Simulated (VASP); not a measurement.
# AlN (F-43m) in VASP: a series of runs

AlN is run at these levels: PBE; tasks: single point.

Everything below comes from runs of VASP 6.6.1. Logs are shortened: lines on timing, memory, paths and dates and some standing lists are left out, and cuts for length are marked.

### 1 The cell of the first run

Symmetry: F-43m, No. 216, cubic system. The conventional cell has a = 4.219 Å, b = 4.219 Å, c = 4.219 Å, α = 90.00°, β = 90.00°, γ = 90.00°. Al (site symmetry -43m) has 4 N at 1.83 Å within 2.4 Å. Within 2.4 Å of N (site symmetry -43m) lie 4 Al at 1.83 Å.

### 2 Single point, PBE (volume changed by -10%)

Contents of INCAR:

```
PREC = Accurate ; ENCUT = 520
EDIFF = 1E-6 ; ISMEAR = 0
SIGMA = 0.01 ; LREAL = F
LASPH = T ; NELM = 100
ALGO = Normal ; ISIF = 2
LWAVE = F ; LCHARG = F
GGA = PE ; NBANDS = 11
```

Contents of KPOINTS:

```
regular mesh
0
Gamma
  6 6 6
```

Contents of POSCAR:

```
AlN
1.0
    0.0000000000      2.1094748810      2.1094748810
    2.1094748810      0.0000000000      2.1094748810
    2.1094748810      2.1094748810      0.0000000000
Al N
1 1
Direct
    0.0000000000      0.0000000000      0.0000000000
    0.2500000000      0.2500000000      0.2500000000
```

Potentials or basis: VASP PAW PBE potentials, release 64 (Al, N).

The run is started by

```
$ cat potpaw_PBE.64/Al/POTCAR potpaw_PBE.64/N/POTCAR > POTCAR
$ mpirun -np 1 vasp_std > vasp.out
```

OUTCAR:

```text
PREC = Accurate
   ENCUT = 520
   EDIFF = 1E-6
   ISMEAR = 0
   LREAL = F
   LASPH = T
   NELM = 100
   ISIF = 2
   GGA = PE

 ion  position               nearest neighbor table
   1  0.000  0.000  0.000-   2 1.83   2 1.83   2 1.83   2 1.83
   2  0.250  0.250  0.250-   1 1.83   1 1.83   1 1.83   1 1.83

  LATTYP: Found a face centered cubic cell.
 ALAT       =     4.2189497620

  Lattice vectors:

 A1 = (   0.0000000000,   2.1094748810,   2.1094748810)
 A2 = (   2.1094748810,   0.0000000000,   2.1094748810)
 A3 = (   2.1094748810,   2.1094748810,   0.0000000000)

Analysis of symmetry for initial positions (statically):
=====================================================================
 Subroutine PRICEL returns:
 Original cell was already a primitive cell.

 Routine SETGRP: Setting up the symmetry group for a
 face centered cubic supercell.

 Subroutine GETGRP returns: Found 24 space group operations
 (whereof 24 operations were pure point group operations)
 out of a pool of 48 trial point group operations.

The static configuration has the point symmetry T_d .

Analysis of symmetry for dynamics (positions and initial velocities):
=====================================================================
 Subroutine PRICEL returns:
 Original cell was already a primitive cell.

 Routine SETGRP: Setting up the symmetry group for a
 face centered cubic supercell.

 Subroutine GETGRP returns: Found 24 space group operations
 (whereof 24 operations were pure point group operations)
 out of a pool of 48 trial point group operations.

The dynamic configuration has the point symmetry T_d .

 Subroutine INISYM returns: Found 24 space group operations
 (whereof 24 operations are pure point group operations),
 and found     1 'primitive' translations

----------------------------------------------------------------------------------------

                                     Primitive cell

  volume of cell :      18.7738

  direct lattice vectors                    reciprocal lattice vectors
     0.000000000  2.109474881  2.109474881    -0.237025814  0.237025814  0.237025814
     2.109474881  0.000000000  2.109474881     0.237025814 -0.237025814  0.237025814
     2.109474881  2.109474881  0.000000000     0.237025814  0.237025814 -0.237025814

  length of vectors
     2.983247986  2.983247986  2.983247986     0.410540752  0.410540752  0.410540752

  position of ions in fractional coordinates (direct lattice)
     0.000000000  0.000000000  0.000000000
     0.250000000  0.250000000  0.250000000

  ion indices of the primitive-cell ions
   primitive index   ion index
                 1           1
                 2           2
[... 74 lines left out ...]
   NELECT =       8.0000    total number of electrons
   NUPDOWN=      -1.0000    fix difference up-down
   EMIN   =  10.00;   EMAX   =-10.00  energy-range for DOS
   EFERMI =   0.00;   METHOD = LEGACY
   ISMEAR =     0;   SIGMA  =   0.01  broadening in eV -4-tet -1-fermi 0-gaus
   EFERMI_NEDOS =   21; number of points for ismear=-14 and -15
   IALGO  =     38    algorithm
   IMIX   =      4    mixing-type and parameters
     AMIX     =   0.40;   BMIX     =  1.00
     AMIX_MAG =   1.60;   BMIX_MAG =  1.00
  volume/ion in A,a.u.               =       9.39        63.35
  Fermi-wavevector in a.u.,A,eV,Ry     =   1.231933  2.328016 20.649008  1.517659
  Thomas-Fermi vector in A             =   2.366723
   LORBIT       =      0    0 simple, 1 ext, 2 COOP (PROOUT), +10 PAW based schemes
   GGA     = PE    functional components
   LHFCALC =     F    Hartree Fock is set to
   AEXX    =    0.0000 exact exchange contribution
   IVDW    =     0    specifies the selected vdW correction
   LEPSILON=     F    determine dielectric tensor
   LRPA    =     F    only Hartree local field effects (RPA)
 non-spin polarized calculation
 Gauss-broadening in eV      SIGMA  =   0.01
  energy-cutoff  :      520.00
  volume of cell :       18.77
 maximum number of plane-waves:       531
 NGX is ok and might be reduce to    24
   NGX = 11   NGY = 11   NGZ = 11

 number of electron       8.0000000 magnetization

 Free energy of the ion-electron system (eV)
  ---------------------------------------------------
  ext. energy  EPLUGINS =         0.00000000
  ---------------------------------------------------
  free energy    TOTEN  =       -14.61900145 eV

  energy without entropy =      -14.61900145  energy(sigma->0) =      -14.61900145

 E-fermi :   7.0427     XC(G=0): -11.3961

 val. band max:        6.9983926133   @ k =   0.0000   0.0000   0.0000
 cond. band min:      10.3606604162   @ k =   0.5000   0.5000   0.0000
 fundamental gap:      3.3622678029
 Fermi energy:         7.0427103514

 k-point     1 :       0.0000    0.0000    0.0000
  band No.  band energies     occupation
      1      -8.6111      2.00000
      2       6.9984      2.00000
      3       6.9984      2.00000
      4       6.9984      2.00000
      5      12.1494      0.00000
      6      20.6248      0.00000
      7      20.6248      0.00000
      8      20.6248      0.00000
      9      25.5390      0.00000
     10      25.5390      0.00000
     11      27.1624      0.00000
[... 197 lines left out ...]
 k-point    16 :      -0.3333    0.5000    0.1667
  band No.  band energies     occupation
      1      -5.4461      2.00000
      2       2.4092      2.00000
      3       4.0241      2.00000
      4       4.2915      2.00000
      5      12.4473      0.00000
      6      18.0440      0.00000
      7      21.0811      0.00000
      8      21.4465      0.00000
      9      24.9744      0.00000
     10      28.4846      0.00000
     11      33.8207      0.00000

------------------------ aborting loop because EDIFF is reached ----------------------------------------

  FORCE on cell =-STRESS in cart. coord.  units (eV):
  Direction    XX          YY          ZZ          XY          YZ          ZX
  --------------------------------------------------------------------------------------
  -------------------------------------------------------------------------------------
  Total        3.6931052      3.6931052      3.6931052      0.0000000     -0.0000000      0.0000000
  in kB      315.1731312    315.1731312    315.1731312      0.0000000     -0.0000000      0.0000000
  external PRESSURE =     315.1731312 kB  Pullay stress =       0.0000000 kB

 VOLUME and BASIS-vectors are now :
 -----------------------------------------------------------------------------
  energy-cutoff  :      520.00
  volume of cell :       18.77
      direct lattice vectors                 reciprocal lattice vectors
     0.000000000  2.109474881  2.109474881    -0.237025814  0.237025814  0.237025814
     2.109474881  0.000000000  2.109474881     0.237025814 -0.237025814  0.237025814
     2.109474881  2.109474881  0.000000000     0.237025814  0.237025814 -0.237025814

 POSITION                                       TOTAL-FORCE (eV/Angst)
 -----------------------------------------------------------------------------------
      0.00000      0.00000      0.00000        -0.000000     -0.000000     -0.000000
      1.05474      1.05474      1.05474         0.000000      0.000000      0.000000
 -----------------------------------------------------------------------------------
    total drift:                                0.000000      0.000000      0.000000

  FREE ENERGIE OF THE ION-ELECTRON SYSTEM (eV)
  ---------------------------------------------------
  free  energy   TOTEN  =       -14.6190014504 eV

  energy  without entropy=      -14.6190014504  energy(sigma->0) =      -14.61900145
```

OSZICAR:

```text
N       E                     dE             d eps       ncg     rms          rms(c)
DAV:   1     0.136406733734E+02    0.13641E+02   -0.39912E+03   352   0.615E+02
DAV:   2    -0.162273146062E+02   -0.29868E+02   -0.28677E+02   412   0.144E+02
DAV:   3    -0.172198435361E+02   -0.99253E+00   -0.99147E+00   430   0.254E+01
DAV:   4    -0.172248841389E+02   -0.50406E-02   -0.50399E-02   406   0.201E+00
DAV:   5    -0.172249457399E+02   -0.61601E-04   -0.61600E-04   424   0.213E-01    0.918E+00
DAV:   6    -0.146421457000E+02    0.25828E+01   -0.11570E+01   417   0.178E+01    0.301E+00
DAV:   7    -0.146257130214E+02    0.16433E-01   -0.26481E-01   403   0.365E+00    0.222E+00
DAV:   8    -0.146204013714E+02    0.53116E-02   -0.28114E-02   385   0.154E+00    0.587E-01
DAV:   9    -0.146189597058E+02    0.14417E-02   -0.42765E-03   421   0.391E-01    0.244E-01
DAV:  10    -0.146189858968E+02   -0.26191E-04   -0.34087E-04   385   0.123E-01    0.403E-02
DAV:  11    -0.146190012904E+02   -0.15394E-04   -0.14301E-05   406   0.296E-02    0.135E-02
DAV:  12    -0.146190014504E+02   -0.16001E-06   -0.16770E-07   257   0.344E-03
   1 F= -.14619001E+02 E0= -.14619001E+02  d E =-.231281E-12
```

Run time: 3 s. Hardware: 1 thread of Intel Xeon Platinum 8259CL at 2.50GHz (Skylake/Cascade Lake), shared host; peak memory 0.13 GiB.

What came out:

- Free energy: -14.6190 eV
- Pressure: 31.5 GPa
- Band gap on the k mesh: 3.36 eV, indirect (least direct gap 5.15 eV)

Caveat: the k points lie up to 0.43 Å⁻¹ apart; the cell differs from its parent crystal (volume changed by -10%). A k mesh can miss the band edges.

### 3 Single point, PBE

This run uses another cell than the first one, of 10.43 Å³/atom, 1.111 times its volume.

Contents of INCAR:

```
ALGO     = Normal         # electronic algorithm
EDIFF    = 1E-6           # SCF threshold, eV
ENCUT    = 520            # plane-wave cutoff, eV
GGA      = PE             # functional
ISIF     = 2              # what is computed and relaxed
ISMEAR   = 0              # smearing method
LASPH    = True           # aspherical terms in the spheres
LCHARG   = False          # write CHGCAR
LREAL    = False          # projectors in reciprocal space
LWAVE    = False          # write WAVECAR
NBANDS   = 11             # bands
NELM     = 60             # most SCF steps
PREC     = Accurate       # precision mode
SIGMA    = 0.01           # smearing width, eV
```

Contents of KPOINTS:

```
k-points
0
Gamma
  6 6 6
```

Contents of POSCAR:

```
AlN
1.0
    0.0000000000      2.1848763069      2.1848763069
    2.1848763069      0.0000000000      2.1848763069
    2.1848763069      2.1848763069      0.0000000000
Al N
1 1
Direct
    0.0000000000      0.0000000000      0.0000000000
    0.2500000000      0.2500000000      0.2500000000
```

Potentials or basis: VASP PAW PBE potentials, release 64 (Al, N).

The run is started by

```
$ cat potpaw_PBE.64/Al/POTCAR potpaw_PBE.64/N/POTCAR > POTCAR
$ mpirun -np 1 vasp_std > vasp.out
```

Wall time 3.1 s (1 thread of Intel Xeon Platinum 8259CL at 2.50GHz (Skylake/Cascade Lake), shared host); peak memory 0.13 GiB.

Results (log left out):

```
Free energy            : -14.8394 eV
Pressure               : 4.3 GPa
Band gap on the k mesh : 3.32 eV, indirect (least direct gap 4.18 eV)
```

Levels at points of the mesh, in eV from the valence-band top:
| k point | band 2 | band 3 | band 4 | band 5 | band 6 | band 7 |
| --- | --- | --- | --- | --- | --- | --- |
| (0.00, 0.00, 0.00) | 0.00 | 0.00 | 0.00 | 4.18 | 12.55 | 12.55 |
| (0.50, 0.00, 0.00) | -5.85 | -0.48 | -0.48 | 7.37 | 9.86 | 11.14 |
| (0.50, 0.50, 0.00) | -4.90 | -1.77 | -1.77 | 3.32 | 8.61 | 13.94 |
